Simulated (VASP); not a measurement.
# AgCl (Fm-3m) in VASP: density of states with PBE

Aim: the density of states of AgCl with PBE.

Everything below comes from runs of VASP 6.6.1. Logs are shortened: lines on timing, memory, paths and dates and some standing lists are left out, and cuts for length are marked.

## 1. The cell of the first run

It takes space group Fm-3m (No. 225, cubic). The conventional cell has a = 5.683 Å, b = 5.683 Å, c = 5.683 Å, α = 90.00°, β = 90.00°, γ = 90.00°. Within 3.7 Å of Ag (site symmetry m-3m) lie 6 Cl at 2.84 Å. Within 3.7 Å of Cl (site symmetry m-3m) lie 6 Ag at 2.84 Å.

## 2. Density of states, PBE

File POSCAR:

```
AgCl
1.0
    0.0000000000      2.8413250000      2.8413250000
    2.8413250000      0.0000000000      2.8413250000
    2.8413250000      2.8413250000      0.0000000000
Ag Cl
1 1
Direct
    0.0000000000      0.0000000000      0.0000000000
    0.5000000000      0.5000000000      0.5000000000
```

File INCAR.step1:

```
SYSTEM = AgCl
ALGO = Normal
EDIFF = 1E-6
ENCUT = 400
GGA = PE
GGA_COMPAT = .FALSE.
ISIF = 2
ISMEAR = -1
LASPH = .TRUE.
LCHARG = .TRUE.
LMAXMIX = 4
LORBIT = 11
LREAL = .FALSE.
LWAVE = .FALSE.
NBANDS = 16
NEDOS = 2001
NELM = 120
PREC = Accurate
SIGMA = 0.1
```

File KPOINTS.step1:

```
k-points
0
G
  8 8 8
  0 0 0
```

File INCAR.step2:

```
SYSTEM = AgCl
ALGO = Normal
EDIFF = 1E-6
ENCUT = 400
GGA = PE
GGA_COMPAT = .FALSE.
ICHARG = 11
ISIF = 2
ISMEAR = -5
LASPH = .TRUE.
LCHARG = .FALSE.
LMAXMIX = 4
LORBIT = 10
LREAL = .FALSE.
LWAVE = .FALSE.
NBANDS = 16
NEDOS = 1001
NELM = 120
PREC = Accurate
SIGMA = 0.1
```

File KPOINTS.step2:

```
k-points
0
G
  12 12 12
  0 0 0
```

Potentials or basis: VASP PAW PBE potentials, release 64 (Ag, Cl).

On the command line:

```sh
cat potpaw_PBE.64/Ag/POTCAR potpaw_PBE.64/Cl/POTCAR > POTCAR
cp INCAR.step1 INCAR
cp KPOINTS.step1 KPOINTS
mpirun -np 1 vasp_std > vasp.out
cp INCAR.step2 INCAR
cp KPOINTS.step2 KPOINTS
mpirun -np 1 vasp_std > vasp.out
```

OUTCAR:

```text
SYSTEM = AgCl
   EDIFF = 1E-6
   ENCUT = 400
   GGA = PE
   ICHARG = 11
   ISIF = 2
   ISMEAR = -5
   LASPH = .TRUE.
   LORBIT = 10
   LREAL = .FALSE.
   NELM = 120
   PREC = Accurate

 ion  position               nearest neighbor table
   1  0.000  0.000  0.000-   2 2.84   2 2.84   2 2.84   2 2.84   2 2.84   2 2.84
   2  0.500  0.500  0.500-   1 2.84   1 2.84   1 2.84   1 2.84   1 2.84   1 2.84

  LATTYP: Found a face centered cubic cell.
 ALAT       =     5.6826500000

  Lattice vectors:

 A1 = (   0.0000000000,   2.8413250000,   2.8413250000)
 A2 = (   2.8413250000,   0.0000000000,   2.8413250000)
 A3 = (   2.8413250000,   2.8413250000,   0.0000000000)

Analysis of symmetry for initial positions (statically):
=====================================================================
 Subroutine PRICEL returns:
 Original cell was already a primitive cell.

 Routine SETGRP: Setting up the symmetry group for a
 face centered cubic supercell.

 Subroutine GETGRP returns: Found 48 space group operations
 (whereof 48 operations were pure point group operations)
 out of a pool of 48 trial point group operations.

The static configuration has the point symmetry O_h .

Analysis of symmetry for dynamics (positions and initial velocities):
=====================================================================
 Subroutine PRICEL returns:
 Original cell was already a primitive cell.

 Routine SETGRP: Setting up the symmetry group for a
 face centered cubic supercell.

 Subroutine GETGRP returns: Found 48 space group operations
 (whereof 48 operations were pure point group operations)
 out of a pool of 48 trial point group operations.

The dynamic configuration has the point symmetry O_h .

 Subroutine INISYM returns: Found 48 space group operations
 (whereof 48 operations are pure point group operations),
 and found     1 'primitive' translations

----------------------------------------------------------------------------------------

                                     Primitive cell

  volume of cell :      45.8768

  direct lattice vectors                    reciprocal lattice vectors
     0.000000000  2.841325000  2.841325000    -0.175974237  0.175974237  0.175974237
     2.841325000  0.000000000  2.841325000     0.175974237 -0.175974237  0.175974237
     2.841325000  2.841325000  0.000000000     0.175974237  0.175974237 -0.175974237

  length of vectors
     4.018240350  4.018240350  4.018240350     0.304796320  0.304796320  0.304796320

  position of ions in fractional coordinates (direct lattice)
     0.000000000  0.000000000  0.000000000
     0.500000000  0.500000000  0.500000000

  ion indices of the primitive-cell ions
   primitive index   ion index
                 1           1
                 2           2

----------------------------------------------------------------------------------------

 KPOINTS: k-points

Automatic generation of k-mesh.
 Grid dimensions read from file:
 generate k-points for:   12   12   12

 Generating k-lattice:

  Cartesian coordinates                     Fractional coordinates (reciprocal lattice)
    -0.014664520  0.014664520  0.014664520     0.083333333  0.000000000  0.000000000
     0.014664520 -0.014664520  0.014664520     0.000000000  0.083333333  0.000000000
     0.014664520  0.014664520 -0.014664520     0.000000000  0.000000000  0.083333333

  Length of vectors
     0.025399693  0.025399693  0.025399693

  Shift w.r.t. Gamma in fractional coordinates (k-lattice)
     0.000000000  0.000000000  0.000000000

 TETIRR: Found    247 inequivalent tetrahedra from    10368

 Subroutine IBZKPT returns following result:
 ===========================================

 Found     72 irreducible k-points:

 Following reciprocal coordinates:
            Coordinates               Weight
  0.000000  0.000000  0.000000      1.000000
  0.083333  0.000000  0.000000      8.000000
  0.166667  0.000000  0.000000      8.000000
  0.250000  0.000000  0.000000      8.000000
  0.333333  0.000000  0.000000      8.000000
  0.416667  0.000000  0.000000      8.000000
[... 16 lines left out ...]
  0.500000  0.166667  0.000000     24.000000
 -0.416667  0.166667  0.000000     24.000000
 [... further k-points ...]
   k-points           NKPTS =     72   k-points in BZ     NKDIM =     72   number of bands    NBANDS=     16
   number of dos      NEDOS =   1001   number of ions     NIONS =      2
   total plane-waves  NPLWV =  21952
   dimension x,y,z NGX =    28 NGY =   28 NGZ =   28
   dimension x,y,z NGXF=    56 NGYF=   56 NGZF=   56
   ions per type =               1   1
   NGX,Y,Z   is equivalent  to a cutoff of  11.58, 11.58, 11.58 a.u.
   NGXF,Y,Z  is equivalent  to a cutoff of  23.17, 23.17, 23.17 a.u.
 SYSTEM =  AgCl
   PREC   = accura    normal or accurate (medium, high low for compatibility)
   ISTART =      0    job   : 0-new  1-cont  2-samecut
   ICHARG =     11    charge: 1-file 2-atom 10-const
   ISPIN  =      1    spin polarized calculation?
   LNONCOLLINEAR =      F non collinear calculations
   LSORBIT =      F    spin-orbit coupling
   LASPH  =      T    aspherical Exc in radial PAW
   ENCUT  =  400.0 eV  29.40 Ry    5.42 a.u.   6.55  6.55  6.55*2*pi/ulx,y,z
   NELM   =    120;   NELMIN=  2; NELMDL=  0     # of ELM steps
   EDIFF  = 0.1E-05   stopping-criterion for ELM
   LREAL  =      F    real-space projection
   EDIFFG = 0.1E-04   stopping-criterion for IOM
   NSW    =      0    number of steps for IOM
   IBRION =     -1    ionic relax: 0-MD 1-quasi-New 2-CG
   NFREE  =      0    steps in history (QN), initial steepest desc. (CG)
   ISIF   =      2    stress and relaxation
   ISYM   =      2    0-nonsym 1-usesym 2-fastsym
   POTIM  = 0.5000    time-step for ionic-motion
   TEBEG  =    0.0;   TEEND  =   0.0 temperature during run
   PSTRESS=    0.0 pullay stress
   NELECT =      18.0000    total number of electrons
   NUPDOWN=      -1.0000    fix difference up-down
   EMIN   =  10.00;   EMAX   =-10.00  energy-range for DOS
   EFERMI =   0.00;   METHOD = LEGACY
   ISMEAR =    -5;   SIGMA  =   0.10  broadening in eV -4-tet -1-fermi 0-gaus
   EFERMI_NEDOS =   21; number of points for ismear=-14 and -15
   IALGO  =     38    algorithm
   IMIX   =      4    mixing-type and parameters
     AMIX     =   0.40;   BMIX     =  1.00
     AMIX_MAG =   1.60;   BMIX_MAG =  1.00
  volume/ion in A,a.u.               =      22.94       154.80
  Fermi-wavevector in a.u.,A,eV,Ry     =   1.198491  2.264819 19.543144  1.436381
  Thomas-Fermi vector in A             =   2.334378
   LORBIT       =     10    0 simple, 1 ext, 2 COOP (PROOUT), +10 PAW based schemes
   GGA     = PE    functional components
   LHFCALC =     F    Hartree Fock is set to
   AEXX    =    0.0000 exact exchange contribution
   IVDW    =     0    specifies the selected vdW correction
   LEPSILON=     F    determine dielectric tensor
   LRPA    =     F    only Hartree local field effects (RPA)
 non-spin polarized calculation
 Fermi weights with tetrahedron method with Bloechl corrections
  energy-cutoff  :      400.00
  volume of cell :       45.88
 maximum number of plane-waves:       869
 NGX is ok and might be reduce to    28

 number of electron      18.0000008 magnetization

 Free energy of the ion-electron system (eV)
  ---------------------------------------------------
  ext. energy  EPLUGINS =         0.00000000
  ---------------------------------------------------
  free energy    TOTEN  =        -5.39256056 eV

  energy without entropy =       -5.39256056  energy(sigma->0) =       -5.39256056

 E-fermi :   2.9469     XC(G=0):  -9.5875

 val. band max:        2.9291213254   @ k =   0.5000   0.0000   0.0000
 cond. band min:       3.8655553112   @ k =   0.0000   0.0000   0.0000
 fundamental gap:      0.9364339858
 Fermi energy:         2.9469295968

 k-point     1 :       0.0000    0.0000    0.0000
  band No.  band energies     occupation
      1     -11.7530      2.00000
      2       0.7587      2.00000
      3       0.7587      2.00000
      4       0.7587      2.00000
      5       0.7959      2.00000
      6       0.7959      2.00000
[... 8 lines left out ...]
     15      15.8186      0.00000
     16      15.8186      0.00000

 k-point     2 :       0.0833    0.0000    0.0000
  band No.  band energies     occupation
      1     -11.7308      2.00000
      2       0.3966      2.00000
      3       0.3966      2.00000
      4       0.4330      2.00000
      5       0.7813      2.00000
      6       0.7813      2.00000
[... 8 lines left out ...]
     15      15.0575      0.00000
     16      15.5486      0.00000

 k-point     3 :       0.1667    0.0000    0.0000
  band No.  band energies     occupation
      1     -11.6691      2.00000
      2      -0.1633      2.00000
      3       0.0017      2.00000
      4       0.0017      2.00000
      5       0.8347      2.00000
      6       0.8347      2.00000
[... 8 lines left out ...]
     15      14.8306      0.00000
     16      15.3733      0.00000

 k-point     4 :       0.2500    0.0000    0.0000
  band No.  band energies     occupation
      1     -11.5824      2.00000
      2      -0.7765      2.00000
      3      -0.3250      2.00000
      4      -0.3250      2.00000
      5       0.9088      2.00000
      6       0.9088      2.00000
[... 8 lines left out ...]
     15      15.1757      0.00000
     16      15.2985      0.00000
[... 324 lines left out ...]
 k-point    22 :       0.4167    0.1667    0.0000
  band No.  band energies     occupation
      1     -11.4409      2.00000
      2      -1.3086      2.00000
      3      -0.5990      2.00000
      4      -0.4388      2.00000
      5       0.8866      2.00000
      6       1.0690      2.00000
[... 8 lines left out ...]
     15      17.0793      0.00000
     16      17.3120      0.00000

 k-point    23 :       0.5000    0.1667    0.0000
  band No.  band energies     occupation
      1     -11.3947      2.00000
      2      -1.4463      2.00000
      3      -0.7340      2.00000
      4      -0.6222      2.00000
      5       0.9742      2.00000
      6       1.0838      2.00000
[... 8 lines left out ...]
     15      16.9318      0.00000
     16      17.6797      0.00000

 k-point    24 :      -0.4167    0.1667    0.0000
  band No.  band energies     occupation
      1     -11.3868      2.00000
      2      -1.4921      2.00000
      3      -0.7170      2.00000
      4      -0.6959      2.00000
      5       1.0314      2.00000
      6       1.0574      2.00000
[... 8 lines left out ...]
     15      16.2167      0.00000
     16      17.2810      0.00000

 [... further k-points ...]

------------------------ aborting loop because EDIFF is reached ----------------------------------------

  FORCE on cell =-STRESS in cart. coord.  units (eV):
  Direction    XX          YY          ZZ          XY          YZ          ZX
  --------------------------------------------------------------------------------------
  -------------------------------------------------------------------------------------
  Total       -0.4883373     -0.4883373     -0.4883373     -0.0000000      0.0000000     -0.0000000
  in kB      -17.0544525    -17.0544525    -17.0544525     -0.0000000      0.0000000     -0.0000000
  external PRESSURE =     -17.0544525 kB  Pullay stress =       0.0000000 kB

 VOLUME and BASIS-vectors are now :
 -----------------------------------------------------------------------------
  energy-cutoff  :      400.00
  volume of cell :       45.88
      direct lattice vectors                 reciprocal lattice vectors
     0.000000000  2.841325000  2.841325000    -0.175974237  0.175974237  0.175974237
     2.841325000  0.000000000  2.841325000     0.175974237 -0.175974237  0.175974237
     2.841325000  2.841325000  0.000000000     0.175974237  0.175974237 -0.175974237

 POSITION                                       TOTAL-FORCE (eV/Angst)
 -----------------------------------------------------------------------------------
      0.00000      0.00000      0.00000        -0.000000      0.000000     -0.000000
      2.84132      2.84132      2.84132         0.000000     -0.000000      0.000000
 -----------------------------------------------------------------------------------
    total drift:                                0.000000      0.000000      0.000000

  FREE ENERGIE OF THE ION-ELECTRON SYSTEM (eV)
  ---------------------------------------------------
  free  energy   TOTEN  =        -5.3925605573 eV

  energy  without entropy=       -5.3925605573  energy(sigma->0) =       -5.39256056

 total charge

# of ion       s       p       d       tot
------------------------------------------
    1        0.180   0.116   9.374   9.671
    2        1.602   3.462   0.000   5.064
--------------------------------------------------
tot          1.783   3.579   9.374  14.735
```

Wall time 38 s (1 thread of AMD EPYC 7R43 (Zen 3), shared host); peak memory 0.13 GiB.

What came out:

- Valence electrons inside the program's atomic spheres: Ag 9.67; Cl 5.06

Levels at points of the mesh, in eV from the valence-band top:
| k point | band 5 | band 6 | band 7 | band 8 | band 9 | band 10 | band 11 | band 12 | band 13 | band 14 |
| --- | --- | --- | --- | --- | --- | --- | --- | --- | --- | --- |
| (0.00, 0.00, 0.00) | -2.13 | -2.13 | -2.03 | -2.03 | -2.03 | 0.94 | 10.88 | 10.88 | 10.88 | 12.48 |
| (0.50, 0.00, 0.00) | -1.87 | -1.87 | -1.59 | 0.00 | 0.00 | 4.43 | 6.15 | 7.79 | 7.79 | 13.32 |
| (0.50, 0.50, 0.00) | -2.44 | -1.97 | -1.77 | -1.77 | -1.72 | 2.49 | 8.13 | 8.41 | 11.15 | 11.15 |
